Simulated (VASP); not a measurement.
# C (P4/mmm) in VASP: further runs

The runs below take C through single point, relaxation of cell and atoms, with PBE.

All numbers are computed with VASP 6.6.1; they aren't measurements. Logs are shortened: lines on timing, memory, paths and dates and some standing lists are left out, and cuts for length are marked.

## Step 1: The cell of the first run

Symmetry: P4/mmm, No. 123, tetragonal system. The conventional cell has a = 4.311 Å, b = 4.311 Å, c = 1.299 Å, α = 90.00°, β = 90.00°, γ = 90.00°. Within 1.7 Å of C (site symmetry 4/mmm) lie 2 C at 1.30 Å.

## Step 2: Single point, PBE

The input, INCAR:

```
PREC = Accurate
ENCUT = 520
EDIFF = 1E-7
ISMEAR = -1
SIGMA = 0.05
LREAL = False
LASPH = True
NELM = 100
ALGO = Normal
ISIF = 2
LWAVE = False
LCHARG = False
GGA = PE
NBANDS = 8
```

The input, KPOINTS:

```
Automatic mesh
0
Gamma
  6 6 20
```

The input, POSCAR:

```
C
1.0
    4.3111655004      0.0000000000      0.0000000000
    0.0000000000      4.3111655004      0.0000000000
    0.0000000000      0.0000000000      1.2991641719
C
1
Direct
    0.5000000000      0.5000000000      0.5000000000
```

Potentials or basis: VASP PAW PBE potentials, release 64 (C).

On the command line:

```bash
> cat potpaw_PBE.64/C/POTCAR > POTCAR
> mpirun -np 1 vasp_std > vasp.out
```

OUTCAR:

```text
PREC = Accurate
   ENCUT = 520
   EDIFF = 1E-7
   ISMEAR = -1
   LREAL = False
   LASPH = True
   NELM = 100
   ISIF = 2
   GGA = PE

 ion  position               nearest neighbor table
   1  0.500  0.500  0.500-

  LATTYP: Found a simple tetragonal cell.
 ALAT       =     4.3111655004
 C/A-ratio  =     0.3013487123

  Lattice vectors:

 A1 = (   4.3111655004,   0.0000000000,   0.0000000000)
 A2 = (   0.0000000000,   4.3111655004,   0.0000000000)
 A3 = (   0.0000000000,   0.0000000000,   1.2991641719)

Analysis of symmetry for initial positions (statically):
=====================================================================
 Subroutine PRICEL returns:
 Original cell was already a primitive cell.

 Routine SETGRP: Setting up the symmetry group for a
 simple tetragonal supercell.

 Subroutine GETGRP returns: Found 16 space group operations
 (whereof 16 operations were pure point group operations)
 out of a pool of 16 trial point group operations.

The static configuration has the point symmetry D_4h.

Analysis of symmetry for dynamics (positions and initial velocities):
=====================================================================
 Subroutine PRICEL returns:
 Original cell was already a primitive cell.

 Routine SETGRP: Setting up the symmetry group for a
 simple tetragonal supercell.

 Subroutine GETGRP returns: Found 16 space group operations
 (whereof 16 operations were pure point group operations)
 out of a pool of 16 trial point group operations.

The dynamic configuration has the point symmetry D_4h.

 Subroutine INISYM returns: Found 16 space group operations
 (whereof 16 operations are pure point group operations),
 and found     1 'primitive' translations

----------------------------------------------------------------------------------------

                                     Primitive cell

  volume of cell :      24.1465

  direct lattice vectors                    reciprocal lattice vectors
     4.311165500  0.000000000  0.000000000     0.231955837  0.000000000  0.000000000
     0.000000000  4.311165500  0.000000000     0.000000000  0.231955837  0.000000000
     0.000000000  0.000000000  1.299164172     0.000000000  0.000000000  0.769725660

  length of vectors
     4.311165500  4.311165500  1.299164172     0.231955837  0.231955837  0.769725660

  position of ions in fractional coordinates (direct lattice)
     0.500000000  0.500000000  0.500000000

  ion indices of the primitive-cell ions
   primitive index   ion index
                 1           1

----------------------------------------------------------------------------------------

 KPOINTS: Automatic mesh

Automatic generation of k-mesh.
 Grid dimensions read from file:
 generate k-points for:    6    6   20

 Generating k-lattice:

  Cartesian coordinates                     Fractional coordinates (reciprocal lattice)
     0.038659306  0.000000000  0.000000000     0.166666667  0.000000000  0.000000000
     0.000000000  0.038659306  0.000000000     0.000000000  0.166666667  0.000000000
     0.000000000  0.000000000  0.038486283     0.000000000  0.000000000  0.050000000

  Length of vectors
     0.038659306  0.038659306  0.038486283

  Shift w.r.t. Gamma in fractional coordinates (k-lattice)
     0.000000000  0.000000000  0.000000000

 Subroutine IBZKPT returns following result:
 ===========================================

 Found    110 irreducible k-points:

 Following reciprocal coordinates:
            Coordinates               Weight
  0.000000  0.000000  0.000000      1.000000
  0.166667  0.000000  0.000000      4.000000
  0.333333  0.000000  0.000000      4.000000
  0.500000  0.000000  0.000000      2.000000
  0.166667  0.166667  0.000000      4.000000
  0.333333  0.166667  0.000000      8.000000
[... 16 lines left out ...]
  0.333333  0.000000  0.100000      8.000000
  0.500000  0.000000  0.100000      4.000000
 [... further k-points ...]
   k-points           NKPTS =    110   k-points in BZ     NKDIM =    110   number of bands    NBANDS=      8
   number of dos      NEDOS =    301   number of ions     NIONS =      1
   total plane-waves  NPLWV =  10240
   dimension x,y,z NGX =    32 NGY =   32 NGZ =   10
   dimension x,y,z NGXF=    64 NGYF=   64 NGZF=   20
   ions per type =               1
   NGX,Y,Z   is equivalent  to a cutoff of  12.34, 12.34, 12.80 a.u.
   NGXF,Y,Z  is equivalent  to a cutoff of  24.68, 24.68, 25.59 a.u.
 SYSTEM =  unknown system
   PREC   = accura    normal or accurate (medium, high low for compatibility)
   ISTART =      0    job   : 0-new  1-cont  2-samecut
   ICHARG =      2    charge: 1-file 2-atom 10-const
   ISPIN  =      1    spin polarized calculation?
   LNONCOLLINEAR =      F non collinear calculations
   LSORBIT =      F    spin-orbit coupling
   LASPH  =      T    aspherical Exc in radial PAW
   ENCUT  =  520.0 eV  38.22 Ry    6.18 a.u.   8.02  8.02  2.42*2*pi/ulx,y,z
   NELM   =    100;   NELMIN=  2; NELMDL= -5     # of ELM steps
   EDIFF  = 0.1E-06   stopping-criterion for ELM
   LREAL  =      F    real-space projection
   EDIFFG = 0.1E-05   stopping-criterion for IOM
   NSW    =      0    number of steps for IOM
   IBRION =     -1    ionic relax: 0-MD 1-quasi-New 2-CG
   NFREE  =      0    steps in history (QN), initial steepest desc. (CG)
   ISIF   =      2    stress and relaxation
   ISYM   =      2    0-nonsym 1-usesym 2-fastsym
   POTIM  = 0.5000    time-step for ionic-motion
   TEBEG  =    0.0;   TEEND  =   0.0 temperature during run
   PSTRESS=    0.0 pullay stress
   NELECT =       4.0000    total number of electrons
   NUPDOWN=      -1.0000    fix difference up-down
   EMIN   =  10.00;   EMAX   =-10.00  energy-range for DOS
   EFERMI =   0.00;   METHOD = LEGACY
   ISMEAR =    -1;   SIGMA  =   0.05  broadening in eV -4-tet -1-fermi 0-gaus
   EFERMI_NEDOS =   21; number of points for ismear=-14 and -15
   IALGO  =     38    algorithm
   IMIX   =      4    mixing-type and parameters
     AMIX     =   0.40;   BMIX     =  1.00
     AMIX_MAG =   1.60;   BMIX_MAG =  1.00
  volume/ion in A,a.u.               =      24.15       162.95
  Fermi-wavevector in a.u.,A,eV,Ry     =   0.899105  1.699062 10.998808  0.808390
  Thomas-Fermi vector in A             =   2.021897
   LORBIT       =      0    0 simple, 1 ext, 2 COOP (PROOUT), +10 PAW based schemes
   GGA     = PE    functional components
   LHFCALC =     F    Hartree Fock is set to
   AEXX    =    0.0000 exact exchange contribution
   IVDW    =     0    specifies the selected vdW correction
   LEPSILON=     F    determine dielectric tensor
   LRPA    =     F    only Hartree local field effects (RPA)
 non-spin polarized calculation
  energy-cutoff  :      520.00
  volume of cell :       24.15
 maximum number of plane-waves:       689
   NGX = 17   NGY = 17   NGZ =  5

 number of electron       4.0000000 magnetization

 Free energy of the ion-electron system (eV)
  ---------------------------------------------------
  ext. energy  EPLUGINS =         0.00000000
  ---------------------------------------------------
  free energy    TOTEN  =        -8.19967616 eV

  energy without entropy =       -8.19242730  energy(sigma->0) =       -8.19605173

 E-fermi :  -1.9158     XC(G=0):  -5.8505

 val. band max:       -1.9701953914   @ k =   0.5000   0.3333   0.2500
 cond. band min:      -1.8568332432   @ k =   0.1667   0.0000   0.2500
 fundamental gap:      0.1133621482
 Fermi energy:        -1.9157627337

 k-point     1 :       0.0000    0.0000    0.0000
  band No.  band energies     occupation
      1     -18.0593      2.00000
      2      -6.9079      2.00000
      3      -6.9079      2.00000
      4       1.9126      0.00000
      5       6.2182      0.00000
      6      10.6399      0.00000
      7      10.6399      0.00000
      8      11.6881      0.00000

 k-point     2 :       0.1667    0.0000    0.0000
  band No.  band energies     occupation
      1     -18.0513      2.00000
      2      -7.0047      2.00000
      3      -6.8992      2.00000
      4       2.2486      0.00000
      5       6.1861      0.00000
      6       9.6143      0.00000
      7       9.8890      0.00000
      8      13.0294      0.00000

 k-point     3 :       0.3333    0.0000    0.0000
  band No.  band energies     occupation
      1     -18.0353      2.00000
      2      -7.1886      2.00000
      3      -6.8819      2.00000
      4       3.1321      0.00000
      5       5.5475      0.00000
      6       8.7031      0.00000
      7      10.0198      0.00000
      8      14.1588      0.00000

 k-point     4 :       0.5000    0.0000    0.0000
  band No.  band energies     occupation
      1     -18.0273      2.00000
      2      -7.2763      2.00000
      3      -6.8732      2.00000
      4       4.3225      0.00000
      5       4.3329      0.00000
      6       8.3836      0.00000
      7      11.3082      0.00000
      8      12.1924      0.00000

 k-point     5 :       0.1667    0.1667    0.0000
  band No.  band energies     occupation
      1     -18.0435      2.00000
      2      -7.0016      2.00000
      3      -6.9863      2.00000
      4       2.5672      0.00000
      5       6.3052      0.00000
      6       8.0238      0.00000
      7      11.5114      0.00000
      8      12.4879      0.00000
[... 177 lines left out ...]
 k-point    22 :       0.1667    0.0000    0.1000
  band No.  band energies     occupation
      1     -17.5452      2.00000
      2      -6.1691      2.00000
      3      -6.0652      2.00000
      4       3.0383      0.00000
      5       7.0700      0.00000
      6      10.4985      0.00000
      7      10.7095      0.00000
      8      13.9001      0.00000

 k-point    23 :       0.3333    0.0000    0.1000
  band No.  band energies     occupation
      1     -17.5306      2.00000
      2      -6.3504      2.00000
      3      -6.0482      2.00000
      4       3.9326      0.00000
      5       6.3990      0.00000
      6       9.5925      0.00000
      7      10.8376      0.00000
      8      14.9813      0.00000

 k-point    24 :       0.5000    0.0000    0.1000
  band No.  band energies     occupation
      1     -17.5232      2.00000
      2      -6.4368      2.00000
      3      -6.0396      2.00000
      4       5.1031      0.00000
      5       5.1933      0.00000
      6       9.2745      0.00000
      7      12.1898      0.00000
      8      12.9200      0.00000

 [... further k-points ...]
[... 5 lines left out ...]
  --------------------------------------------------------------------------------------
  -------------------------------------------------------------------------------------
  Total       -0.0610244     -0.0610244     -1.4179793      0.0000000      0.0000000      0.0000000
  in kB       -4.0491181     -4.0491181    -94.0864430      0.0000000      0.0000000      0.0000000
  external PRESSURE =     -34.0615597 kB  Pullay stress =       0.0000000 kB

 VOLUME and BASIS-vectors are now :
 -----------------------------------------------------------------------------
  energy-cutoff  :      520.00
  volume of cell :       24.15
      direct lattice vectors                 reciprocal lattice vectors
     4.311165500  0.000000000  0.000000000     0.231955837  0.000000000  0.000000000
     0.000000000  4.311165500  0.000000000     0.000000000  0.231955837  0.000000000
     0.000000000  0.000000000  1.299164172     0.000000000  0.000000000  0.769725660

 POSITION                                       TOTAL-FORCE (eV/Angst)
 -----------------------------------------------------------------------------------
      2.15558      2.15558      0.64958         0.000000      0.000000      0.000000
 -----------------------------------------------------------------------------------
    total drift:                                0.000000     -0.000000      0.000000

  FREE ENERGIE OF THE ION-ELECTRON SYSTEM (eV)
  ---------------------------------------------------
  free  energy   TOTEN  =        -8.1996761628 eV

  energy  without entropy=       -8.1924272971  energy(sigma->0) =       -8.19605173
```

It took 6.1 s on 1 thread of AMD EPYC 9R45 (Zen 5), shared host; peak memory 0.1 GiB.

What came out:

```
Free energy            : -8.1997 eV
Pressure               : -3.4 GPa
Band gap on the k mesh : zero (band 2 reaches 6.53 eV, above the bottom of band 3 at -7.21 eV)
```

Levels at points of the mesh, in eV from the Fermi level:
| k point | band 1 | band 2 | band 3 | band 4 | band 5 | band 6 | band 7 |
| --- | --- | --- | --- | --- | --- | --- | --- |
| (0.00, 0.00, 0.00) | -16.14 | -4.99 | -4.99 | 3.83 | 8.13 | 12.56 | 12.56 |
| (0.50, 0.00, 0.00) | -16.11 | -5.36 | -4.96 | 6.24 | 6.25 | 10.30 | 13.22 |
| (0.50, 0.50, 0.00) | -16.08 | -5.30 | -5.30 | 5.95 | 8.70 | 8.70 | 12.35 |
| (0.00, 0.00, 0.50) | -8.91 | 7.95 | 10.79 | 10.79 | 23.11 | 23.11 | 24.43 |
| (0.50, 0.00, 0.50) | -8.91 | 8.00 | 10.70 | 10.80 | 21.71 | 23.26 | 26.58 |
| (0.50, 0.50, 0.50) | -8.90 | 8.05 | 10.71 | 10.71 | 22.04 | 22.04 | 28.15 |

[end of part 1 of 2]
